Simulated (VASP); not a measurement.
# ZrS2 (P-3m1) in VASP: a series of runs

Runs on ZrS2. Level: PBE+D3(BJ). Tasks: single point, relaxation of cell and atoms.

Program: VASP 6.6.1. These are calculated values, not measurements. Logs are shortened: lines on timing, memory, paths and dates and some standing lists are left out, and cuts for length are marked.

**What was measured.**

“Stress-Tuned Optical Transitions in Layered 1T-MX2 (M= Hf, Zr, Sn; X= S, Se) Crystals”, 2022, arxiv:2210.12074 quotes, for a bulk crystal of ZrS2: band gap 1.68 eV (indirect).

The results are compared with them further down.

### 1 The cell of the first run

The structure is trigonal, space group P-3m1 (No. 164). The conventional cell has a = 3.635 Å, b = 3.635 Å, c = 5.723 Å, α = 90.00°, β = 90.00°, γ = 120.00°. Within 3.4 Å of Zr (site symmetry -3m) lie 6 S at 2.56 Å. S (site symmetry 3m) has 3 Zr at 2.56 Å within 3.4 Å.

### 2 Single point, PBE+D3(BJ)

INCAR reads:

```
PREC = Accurate
ENCUT = 520
EDIFF = 1E-6
ISMEAR = 0
SIGMA = 0.02
LREAL = False
LASPH = True
NELM = 100
ALGO = Normal
ISIF = 2
LWAVE = False
LCHARG = True
GGA = PE
IVDW = 12
LELF = True
LVHAR = True
NBANDS = 19
```

KPOINTS reads:

```
regular mesh
0
Gamma
  12 12 6
```

POSCAR reads:

```
ZrS2
1.0
    3.6350197006      0.0000000000      0.0000000000
   -1.8175098503      3.1480194040      0.0000000000
    0.0000000000      0.0000000000      5.7227454322
Zr S
1 2
Direct
    0.0000000000      0.0000000000      0.0000000000
    0.3333333333      0.6666666667      0.2552453883
    0.6666666667      0.3333333333      0.7447546117
```

Potentials or basis: VASP PAW PBE potentials, release 64 (Zr_sv, S).

On the command line:

```sh
$ cat potpaw_PBE.64/Zr_sv/POTCAR potpaw_PBE.64/S/POTCAR > POTCAR
$ mpirun -np 1 vasp_std > vasp.out
```

OUTCAR:

```text
PREC = Accurate
   ENCUT = 520
   EDIFF = 1E-6
   ISMEAR = 0
   LREAL = False
   LASPH = True
   NELM = 100
   ISIF = 2
   GGA = PE
   IVDW = 12
 IVDW          = 12

 ion  position               nearest neighbor table
   1  0.000  0.000  0.000-   2 2.56   3 2.56   3 2.56   2 2.56   3 2.56   2 2.56
   2  0.333  0.667  0.255-   1 2.56   1 2.56   1 2.56
   3  0.667  0.333  0.745-   1 2.56   1 2.56   1 2.56

  LATTYP: Found a hexagonal cell.
 ALAT       =     3.6350197006
 C/A-ratio  =     1.5743368409

  Lattice vectors:

 A1 = (   3.6350197006,   0.0000000000,   0.0000000000)
 A2 = (  -1.8175098503,   3.1480194040,   0.0000000000)
 A3 = (   0.0000000000,   0.0000000000,   5.7227454322)

Analysis of symmetry for initial positions (statically):
=====================================================================
 Subroutine PRICEL returns:
 Original cell was already a primitive cell.

 Routine SETGRP: Setting up the symmetry group for a
 hexagonal supercell.

 Subroutine GETGRP returns: Found 12 space group operations
 (whereof 12 operations were pure point group operations)
 out of a pool of 24 trial point group operations.

The static configuration has the point symmetry D_3d.

Analysis of symmetry for dynamics (positions and initial velocities):
=====================================================================
 Subroutine PRICEL returns:
 Original cell was already a primitive cell.

 Routine SETGRP: Setting up the symmetry group for a
 hexagonal supercell.

 Subroutine GETGRP returns: Found 12 space group operations
 (whereof 12 operations were pure point group operations)
 out of a pool of 24 trial point group operations.

The dynamic configuration has the point symmetry D_3d.

 Subroutine INISYM returns: Found 12 space group operations
 (whereof 12 operations are pure point group operations),
 and found     1 'primitive' translations

----------------------------------------------------------------------------------------

                                     Primitive cell

  volume of cell :      65.4860

  direct lattice vectors                    reciprocal lattice vectors
     3.635019701  0.000000000  0.000000000     0.275101673  0.158830025  0.000000000
    -1.817509850  3.148019404  0.000000000     0.000000000  0.317660050  0.000000000
     0.000000000  0.000000000  5.722745432     0.000000000  0.000000000  0.174741304

  length of vectors
     3.635019701  3.635019701  5.722745432     0.317660050  0.317660050  0.174741304

  position of ions in fractional coordinates (direct lattice)
     0.000000000  0.000000000  0.000000000
     0.333333333  0.666666667  0.255245388
     0.666666667  0.333333333  0.744754612

  ion indices of the primitive-cell ions
   primitive index   ion index
                 1           1
                 2           2
                 3           3

----------------------------------------------------------------------------------------

 KPOINTS: regular mesh

Automatic generation of k-mesh.
 Grid dimensions read from file:
 generate k-points for:   12   12    6

 Generating k-lattice:

  Cartesian coordinates                     Fractional coordinates (reciprocal lattice)
     0.022925139  0.013235835  0.000000000     0.083333333  0.000000000  0.000000000
     0.000000000  0.026471671  0.000000000     0.000000000  0.083333333  0.000000000
     0.000000000  0.000000000  0.029123551     0.000000000  0.000000000  0.166666667

  Length of vectors
     0.026471671  0.026471671  0.029123551

  Shift w.r.t. Gamma in fractional coordinates (k-lattice)
     0.000000000  0.000000000  0.000000000

 Subroutine IBZKPT returns following result:
 ===========================================

 Found    100 irreducible k-points:

 Following reciprocal coordinates:
            Coordinates               Weight
  0.000000  0.000000  0.000000      1.000000
  0.083333  0.000000  0.000000      6.000000
  0.166667  0.000000  0.000000      6.000000
  0.250000  0.000000  0.000000      6.000000
  0.333333  0.000000  0.000000      6.000000
  0.416667  0.000000  0.000000      6.000000
[... 16 lines left out ...]
  0.166667  0.000000  0.166667      6.000000
  0.000000  0.166667  0.166667      6.000000
 [... further k-points ...]
   k-points           NKPTS =    100   k-points in BZ     NKDIM =    100   number of bands    NBANDS=     19
   number of dos      NEDOS =    301   number of ions     NIONS =      3
   total plane-waves  NPLWV =  37632
   dimension x,y,z NGX =    28 NGY =   28 NGZ =   48
   dimension x,y,z NGXF=    56 NGYF=   56 NGZF=   96
   ions per type =               1   2
   NGX,Y,Z   is equivalent  to a cutoff of  12.81, 12.81, 13.94 a.u.
   NGXF,Y,Z  is equivalent  to a cutoff of  25.61, 25.61, 27.89 a.u.
 SYSTEM =  unknown system
   PREC   = accura    normal or accurate (medium, high low for compatibility)
   ISTART =      0    job   : 0-new  1-cont  2-samecut
   ICHARG =      2    charge: 1-file 2-atom 10-const
   ISPIN  =      1    spin polarized calculation?
   LNONCOLLINEAR =      F non collinear calculations
   LSORBIT =      F    spin-orbit coupling
   LASPH  =      T    aspherical Exc in radial PAW
   ENCUT  =  520.0 eV  38.22 Ry    6.18 a.u.   6.76  6.76 10.64*2*pi/ulx,y,z
   NELM   =    100;   NELMIN=  2; NELMDL= -5     # of ELM steps
   EDIFF  = 0.1E-05   stopping-criterion for ELM
   LREAL  =      F    real-space projection
   EDIFFG = 0.1E-04   stopping-criterion for IOM
   NSW    =      0    number of steps for IOM
   IBRION =     -1    ionic relax: 0-MD 1-quasi-New 2-CG
   NFREE  =      0    steps in history (QN), initial steepest desc. (CG)
   ISIF   =      2    stress and relaxation
   ISYM   =      2    0-nonsym 1-usesym 2-fastsym
   POTIM  = 0.5000    time-step for ionic-motion
   TEBEG  =    0.0;   TEEND  =   0.0 temperature during run
   PSTRESS=    0.0 pullay stress
   NELECT =      24.0000    total number of electrons
   NUPDOWN=      -1.0000    fix difference up-down
   EMIN   =  10.00;   EMAX   =-10.00  energy-range for DOS
   EFERMI =   0.00;   METHOD = LEGACY
   ISMEAR =     0;   SIGMA  =   0.02  broadening in eV -4-tet -1-fermi 0-gaus
   EFERMI_NEDOS =   21; number of points for ismear=-14 and -15
   IALGO  =     38    algorithm
   IMIX   =      4    mixing-type and parameters
     AMIX     =   0.40;   BMIX     =  1.00
     AMIX_MAG =   1.60;   BMIX_MAG =  1.00
  volume/ion in A,a.u.               =      21.83       147.31
  Fermi-wavevector in a.u.,A,eV,Ry     =   1.171554  2.213916 18.674530  1.372539
  Thomas-Fermi vector in A             =   2.307996
   LORBIT       =      0    0 simple, 1 ext, 2 COOP (PROOUT), +10 PAW based schemes
   GGA     = PE    functional components
   LHFCALC =     F    Hartree Fock is set to
   AEXX    =    0.0000 exact exchange contribution
   IVDW    =    12    specifies the selected vdW correction
   LEPSILON=     F    determine dielectric tensor
   LRPA    =     F    only Hartree local field effects (RPA)
 non-spin polarized calculation
 Gauss-broadening in eV      SIGMA  =   0.02
  energy-cutoff  :      520.00
  volume of cell :       65.49
 maximum number of plane-waves:      1788
   NGX = 13   NGY = 13   NGZ = 21

 number of electron      24.0000003 magnetization

 Free energy of the ion-electron system (eV)
  ---------------------------------------------------
  ext. energy  EPLUGINS =         0.00000000
  ---------------------------------------------------
  free energy    TOTEN  =       -21.36801208 eV

  energy without entropy =      -21.36801208  energy(sigma->0) =      -21.36801208

 E-fermi :   5.3843     XC(G=0):  -9.8188

 val. band max:        5.2612362729   @ k =   0.0000   0.0000   0.0000
 cond. band min:       5.9268243529   @ k =   0.5000   0.0000   0.5000
 fundamental gap:      0.6655880801
 Fermi energy:         5.3843224756

 k-point     1 :       0.0000    0.0000    0.0000
  band No.  band energies     occupation
      1     -43.8445      2.00000
      2     -21.9213      2.00000
      3     -21.7559      2.00000
      4     -21.7559      2.00000
      5      -7.7468      2.00000
      6      -6.1230      2.00000
[... 11 lines left out ...]
     18      10.8274      0.00000
     19      11.1256      0.00000

 k-point     2 :       0.0833    0.0000    0.0000
  band No.  band energies     occupation
      1     -43.8431      2.00000
      2     -21.9170      2.00000
      3     -21.7757      2.00000
      4     -21.7601      2.00000
      5      -7.6719      2.00000
      6      -6.1439      2.00000
[... 11 lines left out ...]
     18      11.3667      0.00000
     19      11.5057      0.00000

 k-point     3 :       0.1667    0.0000    0.0000
  band No.  band energies     occupation
      1     -43.8392      2.00000
      2     -21.9055      2.00000
      3     -21.8291      2.00000
      4     -21.7716      2.00000
      5      -7.4616      2.00000
      6      -6.2001      2.00000
[... 11 lines left out ...]
     18      12.1450      0.00000
     19      12.5874      0.00000

 k-point     4 :       0.2500    0.0000    0.0000
  band No.  band energies     occupation
      1     -43.8338      2.00000
      2     -21.9038      2.00000
      3     -21.8868      2.00000
      4     -21.7873      2.00000
      5      -7.1609      2.00000
      6      -6.2712      2.00000
[... 11 lines left out ...]
     18      12.7786      0.00000
     19      13.5179      0.00000

 k-point     5 :       0.3333    0.0000    0.0000
  band No.  band energies     occupation
      1     -43.8284      2.00000
      2     -21.9729      2.00000
      3     -21.8724      2.00000
      4     -21.8028      2.00000
      5      -6.8545      2.00000
      6      -6.3189      2.00000
[... 11 lines left out ...]
     18      12.7820      0.00000
     19      13.3573      0.00000

 k-point     6 :       0.4167    0.0000    0.0000
  band No.  band energies     occupation
      1     -43.8245      2.00000
      2     -22.0239      2.00000
      3     -21.8606      2.00000
      4     -21.8142      2.00000
      5      -6.6726      2.00000
      6      -6.2860      2.00000
[... 11 lines left out ...]
     18      12.2851      0.00000
     19      13.1877      0.00000

 k-point     7 :       0.5000    0.0000    0.0000
  band No.  band energies     occupation
      1     -43.8230      2.00000
      2     -22.0425      2.00000
      3     -21.8562      2.00000
      4     -21.8184      2.00000
      5      -6.6357      2.00000
      6      -6.2373      2.00000
[... 11 lines left out ...]
     18      11.8620      0.00000
     19      13.3517      0.00000

 k-point     8 :       0.0833    0.0833    0.0000
  band No.  band energies     occupation
      1     -43.8404      2.00000
      2     -21.9091      2.00000
      3     -21.8113      2.00000
      4     -21.7690      2.00000
      5      -7.5291      2.00000
      6      -6.1825      2.00000
[... 256 lines left out ...]
 k-point    20 :       0.0000    0.0000    0.1667
  band No.  band energies     occupation
      1     -43.8445      2.00000
      2     -21.9215      2.00000
      3     -21.7559      2.00000
      4     -21.7559      2.00000
      5      -7.6774      2.00000
      6      -6.2402      2.00000
[... 11 lines left out ...]
     18      10.9488      0.00000
     19      11.5073      0.00000

 k-point    21 :       0.0833    0.0000    0.1667
  band No.  band energies     occupation
      1     -43.8431      2.00000
      2     -21.9173      2.00000
      3     -21.7757      2.00000
      4     -21.7601      2.00000
      5      -7.6031      2.00000
      6      -6.2560      2.00000
[... 11 lines left out ...]
     18      11.4805      0.00000
     19      11.8319      0.00000

 k-point    22 :       0.0000    0.0833    0.1667
  band No.  band energies     occupation
      1     -43.8431      2.00000
      2     -21.9173      2.00000
      3     -21.7757      2.00000
      4     -21.7601      2.00000
      5      -7.6050      2.00000
      6      -6.2525      2.00000
[... 11 lines left out ...]
     18      11.3987      0.00000
     19      11.9529      0.00000

 k-point    23 :       0.1667    0.0000    0.1667
  band No.  band energies     occupation
      1     -43.8392      2.00000
      2     -21.9057      2.00000
      3     -21.8291      2.00000
      4     -21.7716      2.00000
      5      -7.3910      2.00000
      6      -6.3049      2.00000
[... 11 lines left out ...]
     18      12.4759      0.00000
     19      12.6051      0.00000

 k-point    24 :       0.0000    0.1667    0.1667
  band No.  band energies     occupation
      1     -43.8392      2.00000
      2     -21.9057      2.00000
      3     -21.8291      2.00000
      4     -21.7716      2.00000
      5      -7.4071      2.00000
      6      -6.2778      2.00000
[... 11 lines left out ...]
     18      12.1198      0.00000
     19      12.8776      0.00000

 [... further k-points ...]

------------------------ aborting loop because EDIFF is reached ----------------------------------------

 Edisp (eV)   -1.08938

 E8    (eV) :    -0.4627

  FORCE on cell =-STRESS in cart. coord.  units (eV):
  Direction    XX          YY          ZZ          XY          YZ          ZX
  --------------------------------------------------------------------------------------
  -------------------------------------------------------------------------------------
  Total      -0.03241    -0.03241    -0.01721     0.00000     0.00000     0.00000
  in kB      -0.79283    -0.79283    -0.42099     0.00000     0.00000     0.00000
  external pressure =       -0.67 kB  Pullay stress =        0.00 kB

 VOLUME and BASIS-vectors are now :
 -----------------------------------------------------------------------------
  energy-cutoff  :      520.00
  volume of cell :       65.49
      direct lattice vectors                 reciprocal lattice vectors
     3.635019701  0.000000000  0.000000000     0.275101673  0.158830025  0.000000000
    -1.817509850  3.148019404  0.000000000     0.000000000  0.317660050  0.000000000
     0.000000000  0.000000000  5.722745432     0.000000000  0.000000000  0.174741304

 POSITION                                       TOTAL-FORCE (eV/Angst)
 -----------------------------------------------------------------------------------
      0.00000      0.00000      0.00000         0.000000      0.000000      0.000000
     -0.00000      2.09868      1.46070        -0.000000      0.000000      0.003946
      1.81751      1.04934      4.26204         0.000000     -0.000000     -0.003946
 -----------------------------------------------------------------------------------
    total drift:                                0.000000     -0.000000      0.000000

  FREE ENERGIE OF THE ION-ELECTRON SYSTEM (eV)
  ---------------------------------------------------
  free  energy   TOTEN  =       -22.4573895368 eV

  energy  without entropy=      -22.4573895368  energy(sigma->0) =      -22.45738954
```

It took 76 s on 1 thread of AMD EPYC 9R45 (Zen 5), shared host; peak memory 0.24 GiB.

What came out:

* Free energy: -22.4574 eV
* Pressure: -0.1 GPa
* Largest force: 0.004 eV/Å
* Band gap on the k mesh: 0.67 eV, indirect (least direct gap 1.42 eV)
* Dispersion energy per atom: -0.363 eV

Forces on the atoms (eV/Å):
```
Zr   0.000  0.000  0.000
S    0.000  0.000  0.004
S    0.000  0.000 -0.004
```

[end of part 1 of 2]
